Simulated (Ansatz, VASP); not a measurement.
## Two plane-wave programs on C

The input INCAR:

```
  PREC = Accurate
  ENCUT = 520
  EDIFF = 1E-6
  ISMEAR = -1
  SIGMA = 0.05
  LREAL = F
  LASPH = T
  NELM = 100
  ALGO = Normal
  ISIF = 2
  LWAVE = F
  LCHARG = F
  GGA = PS
  NBANDS = 16
```

KPOINTS

```
regular mesh
0
Gamma
  14 14 4
```

File POSCAR:

```
C
1.0
    2.5228428245      0.0000000000      0.0000000000
   -1.2614214123      2.1848459758      0.0000000000
    0.0000000000      0.0000000000      7.3626399176
C
4
Direct
    1.0000000000      1.0000000000      0.2500000000
    0.0000000000      0.0000000000      0.7500000000
    0.3333333333      0.6666666667      0.2500000000
    0.6666666667      0.3333333333      0.7500000000
```

Input for Ansatz:

```yaml
crystal:
  lattice:
    - [2.5228428816, 0.0, 0.0]
    - [-1.2614214408, 2.1848460252, 0.0]
    - [0.0, 0.0, 7.3626423929]
  atoms:
    - { symbol: C, position: [0.0, 0.0, 0.25] }
    - { symbol: C, position: [1.0, 1.0, 0.75] }
    - { symbol: C, position: [0.3333333333, 0.6666666667, 0.25] }
    - { symbol: C, position: [0.6666666667, 0.3333333333, 0.75] }
hamiltonian:
  xc: pbesol
  pseudopotentials:
    kind: paw
    azcp:
      C: "pseudopotentials/C.paw.azcp"
basis:
  ecutwfc: 420
  fft_grid_basis: typed
kpoints:
  mp_grid: { grid: [14, 14, 4], shift: [0, 0, 0] }
magnetization:
  spin_polarized: false
scf:
  occupations: { method: fermi_dirac, width: 0.05 }
output:
  stress: true
```

Alike in both runs: task single point; functional PBEsol; k mesh 14 × 14 × 4; occupations fermi-dirac, width 0.05 eV; no spin polarisation.

|  | VASP | Ansatz |
| --- | --- | --- |
| version | VASP 6.6.1 | Ansatz 0.2.0 |
| potentials or method | VASP PAW PBE potentials, release 64 (C), cutoff 520 eV | plane waves (420 eV) with PAW, scalar-relativistic |
| valence electrons in the cell | 16 | 16 |

Ansatz gave:

```
pressure (GPa)                                                : -17.6
traceless stress, the component that is largest in VASP (GPa) : 17.58
```

**Question.** What did VASP give for the same quantities?

**Answer.** Pressure (GPa): -17.1; traceless stress, the component that is largest in VASP (GPa): 16.99.

VASP's potentials were made for PBE, not for PBEsol, and Ansatz warns of the same on its side.
